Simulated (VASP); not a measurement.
# PtSe2 (P-3m1) in VASP: notebook

Runs on PtSe2. Level: PBEsol+D3(BJ). Tasks: single point.

Program: VASP 6.6.1. These are calculated values, not measurements. Logs are shortened: lines on timing, memory, paths and dates and some standing lists are left out, and cuts for length are marked.

### 1 The cell of the first run

It takes space group P-3m1 (No. 164, trigonal). Conventional cell: a = 3.612 Å, b = 3.612 Å, c = 5.062 Å, α = 90.00°, β = 90.00°, γ = 120.00°. Pt (site symmetry -3m) has 6 Se at 2.44 Å within 3.2 Å. Within 3.3 Å of Se (site symmetry 3m) lie 3 Pt at 2.44 Å and 6 Se at 3.28 Å.

### 2 Single point, PBEsol+D3(BJ) (strain -0.0300 x Voigt [1, 1, 0, 0, 0, 0])

INCAR reads:

```
PREC = Accurate ; ENCUT = 520
EDIFF = 1E-6 ; ISMEAR = 0
SIGMA = 0.15 ; LREAL = False
LASPH = True ; NELM = 60
ALGO = Normal ; ISIF = 2
LWAVE = False ; LCHARG = False
GGA = PS ; IVDW = 12
NBANDS = 18
```

KPOINTS reads:

```
regular mesh
0
Gamma
  12 12 10
```

POSCAR reads:

```
PtSe2
1.0
    3.6122805865      0.0000000000      0.0000000000
   -1.8061402932      3.1283267535      0.0000000000
    0.0000000000      0.0000000000      5.0620000000
Pt Se
1 2
Direct
    0.0000000000      0.0000000000      0.0000000000
    0.3333333333      0.6666666667      0.2500000000
    0.6666666667      0.3333333333      0.7500000000
```

Potentials or basis: VASP PAW PBE potentials, release 64 (Pt, Se).

The run is started by

```console
> cat potpaw_PBE.64/Pt/POTCAR potpaw_PBE.64/Se/POTCAR > POTCAR
> mpirun -np 1 vasp_std > vasp.out
```

OUTCAR:

```text
PREC = Accurate
   ENCUT = 520
   EDIFF = 1E-6
   ISMEAR = 0
   LREAL = False
   LASPH = True
   NELM = 60
   ISIF = 2
   GGA = PS
   IVDW = 12
 IVDW          = 12

 ion  position               nearest neighbor table
   1  0.000  0.000  0.000-   2 2.44   3 2.44   2 2.44   3 2.44   3 2.44   2 2.44
   2  0.333  0.667  0.250-   1 2.44   1 2.44   1 2.44
   3  0.667  0.333  0.750-   1 2.44   1 2.44   1 2.44

  LATTYP: Found a hexagonal cell.
 ALAT       =     3.6122805865
 C/A-ratio  =     1.4013307878

  Lattice vectors:

 A1 = (   3.6122805865,   0.0000000000,   0.0000000000)
 A2 = (  -1.8061402932,   3.1283267535,   0.0000000000)
 A3 = (   0.0000000000,   0.0000000000,   5.0620000000)

Analysis of symmetry for initial positions (statically):
=====================================================================
 Subroutine PRICEL returns:
 Original cell was already a primitive cell.

 Routine SETGRP: Setting up the symmetry group for a
 hexagonal supercell.

 Subroutine GETGRP returns: Found 12 space group operations
 (whereof 12 operations were pure point group operations)
 out of a pool of 24 trial point group operations.

The static configuration has the point symmetry D_3d.

Analysis of symmetry for dynamics (positions and initial velocities):
=====================================================================
 Subroutine PRICEL returns:
 Original cell was already a primitive cell.

 Routine SETGRP: Setting up the symmetry group for a
 hexagonal supercell.

 Subroutine GETGRP returns: Found 12 space group operations
 (whereof 12 operations were pure point group operations)
 out of a pool of 24 trial point group operations.

The dynamic configuration has the point symmetry D_3d.

 Subroutine INISYM returns: Found 12 space group operations
 (whereof 12 operations are pure point group operations),
 and found     1 'primitive' translations

----------------------------------------------------------------------------------------

                                     Primitive cell

  volume of cell :      57.2026

  direct lattice vectors                    reciprocal lattice vectors
     3.612280586  0.000000000  0.000000000     0.276833423  0.159829851  0.000000000
    -1.806140293  3.128326754  0.000000000     0.000000000  0.319659703  0.000000000
     0.000000000  0.000000000  5.062000000     0.000000000  0.000000000  0.197550375

  length of vectors
[... 84 lines left out ...]
   EDIFF  = 0.1E-05   stopping-criterion for ELM
   LREAL  =      F    real-space projection
   EDIFFG = 0.1E-04   stopping-criterion for IOM
   NSW    =      0    number of steps for IOM
   IBRION =     -1    ionic relax: 0-MD 1-quasi-New 2-CG
   NFREE  =      0    steps in history (QN), initial steepest desc. (CG)
   ISIF   =      2    stress and relaxation
   ISYM   =      2    0-nonsym 1-usesym 2-fastsym
   POTIM  = 0.5000    time-step for ionic-motion
   TEBEG  =    0.0;   TEEND  =   0.0 temperature during run
   PSTRESS=    0.0 pullay stress
   NELECT =      22.0000    total number of electrons
   NUPDOWN=      -1.0000    fix difference up-down
   EMIN   =  10.00;   EMAX   =-10.00  energy-range for DOS
   EFERMI =   0.00;   METHOD = LEGACY
   ISMEAR =     0;   SIGMA  =   0.15  broadening in eV -4-tet -1-fermi 0-gaus
   EFERMI_NEDOS =   21; number of points for ismear=-14 and -15
   IALGO  =     38    algorithm
   IMIX   =      4    mixing-type and parameters
     AMIX     =   0.40;   BMIX     =  1.00
     AMIX_MAG =   1.60;   BMIX_MAG =  1.00
  volume/ion in A,a.u.               =      19.07       128.67
  Fermi-wavevector in a.u.,A,eV,Ry     =   1.190540  2.249793 19.284685  1.417384
  Thomas-Fermi vector in A             =   2.326622
   LORBIT       =      0    0 simple, 1 ext, 2 COOP (PROOUT), +10 PAW based schemes
   GGA     = PS    functional components
   LHFCALC =     F    Hartree Fock is set to
   AEXX    =    0.0000 exact exchange contribution
   IVDW    =    12    specifies the selected vdW correction
   LEPSILON=     F    determine dielectric tensor
   LRPA    =     F    only Hartree local field effects (RPA)
 non-spin polarized calculation
 Gauss-broadening in eV      SIGMA  =   0.15
  energy-cutoff  :      520.00
  volume of cell :       57.20
 maximum number of plane-waves:      1561
 NGX is ok and might be reduce to    28
   NGX = 13   NGY = 13   NGZ = 19

 number of electron      21.9999999 magnetization

 Free energy of the ion-electron system (eV)
  ---------------------------------------------------
  ext. energy  EPLUGINS =         0.00000000
  ---------------------------------------------------
  free energy    TOTEN  =       -15.69184068 eV

  energy without entropy =      -15.68512135  energy(sigma->0) =      -15.68848102

 E-fermi :   7.2802     XC(G=0): -11.0913

 val. band max:        7.2660903879   @ k =   0.3333   0.3333   0.0000
 cond. band min:       7.3084925548   @ k =  -0.2500  -0.4167   0.1000
 fundamental gap:      0.0424021668
 Fermi energy:         7.2802349393

 k-point     1 :       0.0000    0.0000    0.0000
  band No.  band energies     occupation
      1      -9.0525      2.00000
      2      -5.9516      2.00000
      3      -0.6037      2.00000
      4       0.2648      2.00000
      5       0.2648      2.00000
      6       2.8297      2.00000
[... 481 lines left out ...]
      5       0.6093      2.00000
      6       2.2422      2.00000
[... 10 lines left out ...]
     17      15.8902      0.00000
     18      15.9887      0.00000

 [... further k-points ...]

------------------------ aborting loop because EDIFF is reached ----------------------------------------

 Edisp (eV)   -1.36125

 E8    (eV) :    -0.8853

  FORCE on cell =-STRESS in cart. coord.  units (eV):
  Direction    XX          YY          ZZ          XY          YZ          ZX
  --------------------------------------------------------------------------------------
  -------------------------------------------------------------------------------------
  Total       4.15764     4.15764     1.65486     0.00000     0.00000     0.00000
  in kB     116.45047   116.45047    46.35067     0.00000     0.00000     0.00000
  external pressure =       93.08 kB  Pullay stress =        0.00 kB

 VOLUME and BASIS-vectors are now :
 -----------------------------------------------------------------------------
  energy-cutoff  :      520.00
  volume of cell :       57.20
      direct lattice vectors                 reciprocal lattice vectors
     3.612280586  0.000000000  0.000000000     0.276833423  0.159829851  0.000000000
    -1.806140293  3.128326754  0.000000000     0.000000000  0.319659703  0.000000000
     0.000000000  0.000000000  5.062000000     0.000000000  0.000000000  0.197550375

 POSITION                                       TOTAL-FORCE (eV/Angst)
 -----------------------------------------------------------------------------------
      0.00000      0.00000      0.00000        -0.000000      0.000000      0.000000
     -0.00000      2.08555      1.26550         0.000000     -0.000000      1.156950
      1.80614      1.04278      3.79650        -0.000000      0.000000     -1.156950
 -----------------------------------------------------------------------------------
    total drift:                               -0.000000     -0.000000     -0.000000

  FREE ENERGIE OF THE ION-ELECTRON SYSTEM (eV)
  ---------------------------------------------------
  free  energy   TOTEN  =       -17.0530896669 eV

  energy  without entropy=      -17.0463703322  energy(sigma->0) =      -17.04973000
```

stdout:

```text
POSCAR found type information on POSCAR PtSe
 POSCAR found :  2 types and       3 ions
 scaLAPACK will be used
 -----------------------------------------------------------------------------
|                                                                             |
|                                                                             |
|     You enforced a specific xc type in the INCAR file but a different       |
|     I HOPE YOU KNOW WHAT YOU ARE DOING!                                     |
|                                                                             |
 -----------------------------------------------------------------------------

 LDA part: xc-table for (Slater+PW92), standard interpolation
 POSCAR, INCAR and KPOINTS ok, starting setup
 FFT: planning ... GRIDC
 FFT: planning ... GRID_SOFT
 FFT: planning ... GRID
 WAVECAR not read
 entering main loop
```

Run time: 3.1 min. Hardware: 1 thread of Intel Xeon 8259CL, shared host; peak memory 0.32 GiB.

What came out:

```
Free energy                : -17.0531 eV
Pressure                   : 9.3 GPa
Largest force              : 1.157 eV/Å
Band gap on the k mesh     : zero (bands 11 and 12 overlap by 0.34 eV)
Dispersion energy per atom : -0.454 eV
```

Forces on the atoms (eV/Å):
```
Pt   0.000  0.000  0.000
Se   0.000  0.000  1.157
Se   0.000  0.000 -1.157
```

Levels at points of the mesh, in eV from the Fermi level:
```csv
k point,band 9,band 10,band 11,band 12,band 13,band 14
"(0.00, 0.00, 0.00)",-1.07,-1.07,0.33,1.65,1.65,3.50
"(0.50, 0.00, 0.00)",-3.72,-3.69,-3.16,0.69,2.55,4.95
"(0.00, 0.00, 0.50)",-1.71,-1.50,-1.50,2.54,2.54,4.63
"(0.50, 0.00, 0.50)",-3.48,-3.02,-1.59,1.08,1.82,4.43
```

Caveat: the cell differs from its parent crystal (strain -0.0300 x Voigt [1, 1, 0, 0, 0, 0]); the stress differs along the axes, from 5 to 12 GPa; the PAW data sets were made with another functional, which shifts forces and pressure a little; spin-orbit coupling is left out, which moves the levels of the heavy elements.

### 3 Single point, PBEsol+D3(BJ) (strain -0.0150 x Voigt [1, 1, 0, 0, 0, 0])

INCAR reads:

```
SYSTEM = PtSe2
PREC = Accurate ; ENCUT = 520
EDIFF = 1E-6 ; ISMEAR = 0
SIGMA = 0.15 ; LREAL = .FALSE.
LASPH = .TRUE. ; NELM = 60
ALGO = Normal ; ISIF = 2
LWAVE = .FALSE. ; LCHARG = .TRUE.
GGA = PS ; IVDW = 12
LELF = .TRUE. ; LVHAR = .TRUE.
NBANDS = 18
```

KPOINTS reads:

```
Automatic mesh
0
G
  12 12 10
  0 0 0
```

POSCAR reads:

```
PtSe2
1.0
    3.6681405955      0.0000000000      0.0000000000
   -1.8340702978      3.1767029404      0.0000000000
    0.0000000000      0.0000000000      5.0620000000
Pt Se
1 2
Direct
    0.0000000000      0.0000000000      0.0000000000
    0.3333333333      0.6666666667      0.2500000000
    0.6666666667      0.3333333333      0.7500000000
```

Potentials or basis: VASP PAW PBE potentials, release 64 (Pt, Se).

The run is started by

```console
> cat potpaw_PBE.64/Pt/POTCAR potpaw_PBE.64/Se/POTCAR > POTCAR
> mpirun -np 1 vasp_std > vasp.out
```

Wall time 3.6 min (1 thread of Intel Xeon 8259CL, shared host); peak memory 0.32 GiB.

The run converged. Its results:

| Quantity | Value |
| --- | --- |
| Free energy | -17.1448 eV |
| Pressure | 3.6 GPa |
| Largest force | 0.715 eV/Å |
| Band gap on the k mesh | zero (bands 11 and 12 overlap by 0.39 eV) |
| Dispersion energy per atom | -0.440 eV |

Forces on the atoms (eV/Å):
```
Pt   0.000  0.000  0.000
Se   0.000  0.000  0.715
Se   0.000  0.000 -0.715
```

Stress tensor (GPa, compression positive):
```
5.00 0.00 0.00
0.00 5.00 0.00
0.00 0.00 0.79
```

Levels at points of the mesh, in eV from the Fermi level:
```
           k point  band 8  band 9  band 10  band 11  band 12  band 13  band 14  band 15
(0.00, 0.00, 0.00)   -2.73   -1.07    -1.07     0.38     1.55     1.55     3.49     4.35
(0.50, 0.00, 0.00)   -3.65   -3.64    -3.56    -3.08     0.67     2.45     4.84     5.69
(0.00, 0.00, 0.50)   -3.14   -1.71    -1.50    -1.50     2.43     2.43     4.67     6.47
(0.50, 0.00, 0.50)   -3.66   -3.36    -2.94    -1.48     1.03     1.66     4.54     4.55
```

Caveat: the cell differs from its parent crystal (strain -0.0150 x Voigt [1, 1, 0, 0, 0, 0]); the cell stands under pressure; the PAW data sets were made with another functional, which shifts forces and pressure a little; spin-orbit coupling is left out, which moves the levels of the heavy elements.

The gap in the log of VASP goes by the Fermi energy; the results here count the filled bands.